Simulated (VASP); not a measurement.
# C (I4_1/amd) in VASP: notebook

The runs below take C through single point, with PBE.

Program: VASP 6.6.1. These are calculated values, not measurements. Logs are shortened: lines on timing, memory, paths and dates and some standing lists are left out, and cuts for length are marked.

**1. The cell of the first run**

Symmetry: I4_1/amd, No. 141, tetragonal system. Conventional cell: a = 2.522 Å, b = 2.522 Å, c = 3.602 Å, α = 90.00°, β = 90.00°, γ = 90.00°. Within 2.1 Å of C (site symmetry -4m2) lie 4 C at 1.55 Å.

**2. Single point, PBE (zz strain of +1 %)**

The input, INCAR:

```
  ALGO = Normal
  EDIFF = 1E-6
  ENCUT = 520
  GGA = PE
  ISIF = 2
  ISMEAR = -1
  LASPH = T
  LCHARG = F
  LREAL = F
  LWAVE = F
  NBANDS = 11
  NELM = 100
  PREC = Accurate
  SIGMA = 0.08
```

The input, KPOINTS:

```
k-points
0
Gamma
  20 20 20
```

The input, POSCAR:

```
C
1.0
    0.0000000000      1.7834000000      1.8012340000
    1.7834000000      0.0000000000      1.8012340000
    1.7834000000      1.7834000000      0.0000000000
C
2
Direct
    0.5000000000      0.5000000000      0.5000000000
    0.7500000000      0.7500000000      0.7500000000
```

Potentials or basis: VASP PAW PBE potentials, release 64 (C).

Command:

```console
$ cat potpaw_PBE.64/C/POTCAR > POTCAR
$ mpirun -np 1 vasp_std > vasp.out
```

OUTCAR:

```text
EDIFF = 1E-6
   ENCUT = 520
   GGA = PE
   ISIF = 2
   ISMEAR = -1
   LASPH = T
   LREAL = F
   NELM = 100
   PREC = Accurate

 ion  position               nearest neighbor table
   1  0.500  0.500  0.500-   2 1.55   2 1.55   2 1.55   2 1.55
   2  0.750  0.750  0.750-   1 1.55   1 1.55   1 1.55   1 1.55

  LATTYP: Found a body centered tetragonal cell.
 ALAT       =     2.5221084671
 C/A-ratio  =     1.4283556980

  Lattice vectors:

 A1 = (  -1.7834000000,   0.0000000000,   1.8012340000)
 A2 = (   1.7834000000,   0.0000000000,   1.8012340000)
 A3 = (   0.0000000000,   1.7834000000,  -1.8012340000)

Analysis of symmetry for initial positions (statically):
=====================================================================
 Subroutine PRICEL returns:
 Original cell was already a primitive cell.

 Routine SETGRP: Setting up the symmetry group for a
 body centered tetragonal supercell.

 Subroutine GETGRP returns: Found 16 space group operations
 (whereof  8 operations were pure point group operations)
 out of a pool of 16 trial point group operations.

The static configuration has the point symmetry D_2d.
 The point group associated with its full space group is D_4h.

Analysis of symmetry for dynamics (positions and initial velocities):
=====================================================================
 Subroutine PRICEL returns:
 Original cell was already a primitive cell.

 Routine SETGRP: Setting up the symmetry group for a
 body centered tetragonal supercell.

 Subroutine GETGRP returns: Found 16 space group operations
 (whereof  8 operations were pure point group operations)
 out of a pool of 16 trial point group operations.

The dynamic configuration has the point symmetry D_2d.
 The point group associated with its full space group is D_4h.

 Subroutine INISYM returns: Found 16 space group operations
 (whereof  8 operations are pure point group operations),
 and found     1 'primitive' translations

----------------------------------------------------------------------------------------

                                     Primitive cell

  volume of cell :      11.4577

  direct lattice vectors                    reciprocal lattice vectors
     0.000000000  1.783400000  1.801234000    -0.280363351  0.280363351  0.277587476
     1.783400000  0.000000000  1.801234000     0.280363351 -0.280363351  0.277587476
     1.783400000  1.783400000  0.000000000     0.280363351  0.280363351 -0.277587476

  length of vectors
     2.534750379  2.534750379  2.522108467     0.484006223  0.484006223  0.484006223

  position of ions in fractional coordinates (direct lattice)
     0.500000000  0.500000000  0.500000000
     0.750000000  0.750000000  0.750000000

  ion indices of the primitive-cell ions
   primitive index   ion index
                 1           1
                 2           2

----------------------------------------------------------------------------------------

 KPOINTS: k-points

Automatic generation of k-mesh.
 Grid dimensions read from file:
 generate k-points for:   20   20   20

 Generating k-lattice:

  Cartesian coordinates                     Fractional coordinates (reciprocal lattice)
    -0.014018168  0.014018168  0.013879374     0.050000000  0.000000000  0.000000000
     0.014018168 -0.014018168  0.013879374     0.000000000  0.050000000  0.000000000
     0.014018168  0.014018168 -0.013879374     0.000000000  0.000000000  0.050000000

  Length of vectors
     0.024200311  0.024200311  0.024200311

  Shift w.r.t. Gamma in fractional coordinates (k-lattice)
     0.000000000  0.000000000  0.000000000

 Subroutine IBZKPT returns following result:
 ===========================================

 Found    641 irreducible k-points:

 Following reciprocal coordinates:
            Coordinates               Weight
  0.000000  0.000000  0.000000      1.000000
  0.050000 -0.000000  0.000000      8.000000
  0.100000  0.000000  0.000000      8.000000
  0.150000  0.000000  0.000000      8.000000
  0.200000  0.000000  0.000000      8.000000
  0.250000  0.000000  0.000000      8.000000
[... 16 lines left out ...]
 -0.400000  0.050000  0.000000      8.000000
 -0.350000  0.050000  0.000000      8.000000
 [... further k-points ...]
   k-points           NKPTS =    641   k-points in BZ     NKDIM =    641   number of bands    NBANDS=     11
   number of dos      NEDOS =    301   number of ions     NIONS =      2
   total plane-waves  NPLWV =   8000
   dimension x,y,z NGX =    20 NGY =   20 NGZ =   20
   dimension x,y,z NGXF=    40 NGYF=   40 NGZF=   40
   ions per type =               2
   NGX,Y,Z   is equivalent  to a cutoff of  13.12, 13.12, 13.18 a.u.
   NGXF,Y,Z  is equivalent  to a cutoff of  26.23, 26.23, 26.37 a.u.
 SYSTEM =  unknown system
   PREC   = accura    normal or accurate (medium, high low for compatibility)
   ISTART =      0    job   : 0-new  1-cont  2-samecut
   ICHARG =      2    charge: 1-file 2-atom 10-const
   ISPIN  =      1    spin polarized calculation?
   LNONCOLLINEAR =      F non collinear calculations
   LSORBIT =      F    spin-orbit coupling
   LASPH  =      T    aspherical Exc in radial PAW
   ENCUT  =  520.0 eV  38.22 Ry    6.18 a.u.   4.71  4.71  4.69*2*pi/ulx,y,z
   NELM   =    100;   NELMIN=  2; NELMDL= -5     # of ELM steps
   EDIFF  = 0.1E-05   stopping-criterion for ELM
   LREAL  =      F    real-space projection
   EDIFFG = 0.1E-04   stopping-criterion for IOM
   NSW    =      0    number of steps for IOM
   IBRION =     -1    ionic relax: 0-MD 1-quasi-New 2-CG
   NFREE  =      0    steps in history (QN), initial steepest desc. (CG)
   ISIF   =      2    stress and relaxation
   ISYM   =      2    0-nonsym 1-usesym 2-fastsym
   POTIM  = 0.5000    time-step for ionic-motion
   TEBEG  =    0.0;   TEEND  =   0.0 temperature during run
   PSTRESS=    0.0 pullay stress
   NELECT =       8.0000    total number of electrons
   NUPDOWN=      -1.0000    fix difference up-down
   EMIN   =  10.00;   EMAX   =-10.00  energy-range for DOS
   EFERMI =   0.00;   METHOD = LEGACY
   ISMEAR =    -1;   SIGMA  =   0.08  broadening in eV -4-tet -1-fermi 0-gaus
   EFERMI_NEDOS =   21; number of points for ismear=-14 and -15
   IALGO  =     38    algorithm
   IMIX   =      4    mixing-type and parameters
     AMIX     =   0.40;   BMIX     =  1.00
     AMIX_MAG =   1.60;   BMIX_MAG =  1.00
  volume/ion in A,a.u.               =       5.73        38.66
  Fermi-wavevector in a.u.,A,eV,Ry     =   1.452353  2.744550 28.699178  2.109330
  Thomas-Fermi vector in A             =   2.569745
   LORBIT       =      0    0 simple, 1 ext, 2 COOP (PROOUT), +10 PAW based schemes
   GGA     = PE    functional components
[... 5 lines left out ...]
 non-spin polarized calculation
  energy-cutoff  :      520.00
  volume of cell :       11.46
 maximum number of plane-waves:       331
   NGX =  9   NGY =  9   NGZ =  9

 number of electron       7.9999999 magnetization

 Free energy of the ion-electron system (eV)
  ---------------------------------------------------
  ext. energy  EPLUGINS =         0.00000000
  ---------------------------------------------------
  free energy    TOTEN  =       -18.18342769 eV

  energy without entropy =      -18.18342769  energy(sigma->0) =      -18.18342769

 E-fermi :  11.0487     XC(G=0): -13.2009

 val. band max:        9.6360961268   @ k =   0.0000   0.0000   0.0000
 cond. band min:      13.6204535818   @ k =   0.3500   0.0000   0.3500
 fundamental gap:      3.9843574551
 Fermi energy:        11.0487091738

 k-point     1 :       0.0000    0.0000    0.0000
  band No.  band energies     occupation
      1     -11.7573      2.00000
      2       9.4855      2.00000
      3       9.6361      2.00000
      4       9.6361      2.00000
      5      15.1084      0.00000
      6      15.1084      0.00000
      7      15.2312      0.00000
      8      22.6877      0.00000
      9      28.7534      0.00000
     10      35.7384      0.00000
     11      36.2703      0.00000

 k-point     2 :       0.0500   -0.0000    0.0000
  band No.  band energies     occupation
      1     -11.6885      2.00000
      2       9.0919      2.00000
      3       9.4265      2.00000
      4       9.5148      2.00000
      5      15.2690      0.00000
      6      15.3166      0.00000
      7      15.4752      0.00000
      8      22.7499      0.00000
      9      28.8741      0.00000
     10      34.5670      0.00000
     11      35.0096      0.00000

 k-point     3 :       0.1000    0.0000    0.0000
  band No.  band energies     occupation
      1     -11.4823      2.00000
      2       7.9210      2.00000
      3       9.0936      2.00000
      4       9.1982      2.00000
      5      15.6925      0.00000
      6      15.7475      0.00000
      7      16.0948      0.00000
      8      22.9357      0.00000
      9      29.1974      0.00000
     10      33.3066      0.00000
     11      33.6866      0.00000

 k-point     4 :       0.1500    0.0000    0.0000
  band No.  band energies     occupation
      1     -11.1397      2.00000
      2       6.4015      2.00000
      3       8.6654      2.00000
      4       8.7807      2.00000
      5      16.2540      0.00000
      6      16.2944      0.00000
      7      16.7447      0.00000
      8      23.2364      0.00000
      9      29.6100      0.00000
     10      32.3858      0.00000
     11      32.7020      0.00000
[... 239 lines left out ...]
 k-point    22 :      -0.4500    0.0500    0.0000
  band No.  band energies     occupation
      1      -6.2460      2.00000
      2      -3.3095      2.00000
      3       6.3990      2.00000
      4       6.8811      2.00000
      5      17.9790      0.00000
      6      18.1645      0.00000
      7      18.4861      0.00000
      8      25.1662      0.00000
      9      31.0184      0.00000
     10      33.7019      0.00000
     11      34.6649      0.00000

 k-point    23 :      -0.4000    0.0500    0.0000
  band No.  band energies     occupation
      1      -7.1348      2.00000
      2      -2.1606      2.00000
      3       6.4132      2.00000
      4       7.0743      2.00000
      5      18.0286      0.00000
      6      18.0659      0.00000
      7      18.4400      0.00000
      8      25.0229      0.00000
      9      30.7678      0.00000
     10      33.5081      0.00000
     11      33.9642      0.00000

 k-point    24 :      -0.3500    0.0500    0.0000
  band No.  band energies     occupation
      1      -8.0947      2.00000
      2      -0.7220      2.00000
      3       6.5209      2.00000
      4       7.3456      2.00000
      5      17.8416      0.00000
      6      18.0954      0.00000
      7      18.3589      0.00000
      8      24.7551      0.00000
      9      30.5288      0.00000
     10      32.3733      0.00000
     11      33.9075      0.00000

 [... further k-points ...]
[... 5 lines left out ...]
  --------------------------------------------------------------------------------------
  -------------------------------------------------------------------------------------
  Total        0.0848738      0.0848738     -0.5766180      0.0000000      0.0000000      0.0000000
  in kB       11.8682473     11.8682473    -80.6308334      0.0000000      0.0000000      0.0000000
  external PRESSURE =     -18.9647796 kB  Pullay stress =       0.0000000 kB

 VOLUME and BASIS-vectors are now :
 -----------------------------------------------------------------------------
  energy-cutoff  :      520.00
  volume of cell :       11.46
      direct lattice vectors                 reciprocal lattice vectors
     0.000000000  1.783400000  1.801234000    -0.280363351  0.280363351  0.277587476
     1.783400000  0.000000000  1.801234000     0.280363351 -0.280363351  0.277587476
     1.783400000  1.783400000  0.000000000     0.280363351  0.280363351 -0.277587476

 POSITION                                       TOTAL-FORCE (eV/Angst)
 -----------------------------------------------------------------------------------
      1.78340      1.78340      1.80123         0.000000      0.000000     -0.000000
      2.67510      2.67510      2.70185         0.000000      0.000000      0.000000
 -----------------------------------------------------------------------------------
    total drift:                                0.000000     -0.000000      0.000000

  FREE ENERGIE OF THE ION-ELECTRON SYSTEM (eV)
  ---------------------------------------------------
  free  energy   TOTEN  =       -18.1834276942 eV

  energy  without entropy=      -18.1834276942  energy(sigma->0) =      -18.18342769
```

Wall time 25 s (1 thread of Intel Xeon 6975P-C (Granite Rapids), shared host); peak memory 0.17 GiB.

What came out:

| Property | Result |
| --- | --- |
| Free energy | -18.1834 eV |
| Pressure | -1.9 GPa |
| Band gap on the k mesh | 3.98 eV, indirect (least direct gap 5.47 eV) |

Levels at points of the mesh, in eV from the valence-band top:
| k point | band 1 | band 2 | band 3 | band 4 | band 5 | band 6 | band 7 | band 8 |
| --- | --- | --- | --- | --- | --- | --- | --- | --- |
| (0.00, 0.00, 0.00) | -21.39 | -0.15 | 0.00 | 0.00 | 5.47 | 5.47 | 5.60 | 13.05 |
| (0.50, 0.00, 0.00) | -15.67 | -13.31 | -2.91 | -2.74 | 8.25 | 8.41 | 8.74 | 15.56 |
| (0.50, 0.50, 0.00) | -12.84 | -12.84 | -6.19 | -6.19 | 4.84 | 4.84 | 16.57 | 16.57 |
| (0.50, 0.00, 0.50) | -12.69 | -12.69 | -6.34 | -6.34 | 4.61 | 4.61 | 16.62 | 16.62 |

Caveat: the cell differs from its parent crystal (zz strain of +1 %). A k mesh can miss the band edges.

**3. Single point, PBE (zz strain of +2 %)**

The input, INCAR:

```
ALGO     = Normal         # electronic algorithm
EDIFF    = 1E-6           # SCF threshold, eV
ENCUT    = 520            # plane-wave cutoff, eV
GGA      = PE             # functional
ISIF     = 2              # what is computed and relaxed
ISMEAR   = -1             # smearing method
LASPH    = T              # aspherical terms in the spheres
LCHARG   = T              # write CHGCAR
LELF     = T              # ELF
LREAL    = F              # projectors in reciprocal space
LVHAR    = T            
LWAVE    = F              # write WAVECAR
NBANDS   = 11             # bands
NELM     = 100            # most SCF steps
PREC     = Accurate       # precision mode
SIGMA    = 0.08           # smearing width, eV
```

KPOINTS is that of step 2.

The input, POSCAR:

```
C
1.0
    0.0000000000      1.7834000000      1.8190680000
    1.7834000000      0.0000000000      1.8190680000
    1.7834000000      1.7834000000      0.0000000000
C
2
Direct
    0.5000000000      0.5000000000      0.5000000000
    0.7500000000      0.7500000000      0.7500000000
```

Potentials or basis: VASP PAW PBE potentials, release 64 (C).

Command:

```console
$ cat potpaw_PBE.64/C/POTCAR > POTCAR
$ mpirun -np 1 vasp_std > vasp.out
```

Wall time 25 s (1 thread of Intel Xeon 6975P-C (Granite Rapids), shared host); peak memory 0.17 GiB.

It converged, with:

- Free energy: -18.1742 eV
- Pressure: -6.0 GPa
- Band gap on the k mesh: 3.84 eV, indirect (least direct gap 5.36 eV)

Stress tensor (GPa, compression positive):
```
  0.11   0.00   0.00
  0.00   0.11   0.00
  0.00   0.00 -18.28
```

Levels at points of the mesh, in eV from the valence-band top:
```
           k point  band 1  band 2  band 3  band 4  band 5  band 6  band 7  band 8  band 9
(0.00, 0.00, 0.00)  -21.31   -0.30    0.00    0.00    5.36    5.36    5.60   12.77   18.95
(0.50, 0.00, 0.00)  -15.65  -13.25   -3.02   -2.67    7.95    8.35    8.72   15.42   21.50
(0.50, 0.50, 0.00)  -12.92  -12.92   -6.09   -6.09    4.92    4.92   16.34   16.34   22.58
(0.50, 0.00, 0.50)  -12.62  -12.62   -6.37   -6.37    4.47    4.47   16.42   16.42   22.85
```

Caveat: the cell differs from its parent crystal (zz strain of +2 %).
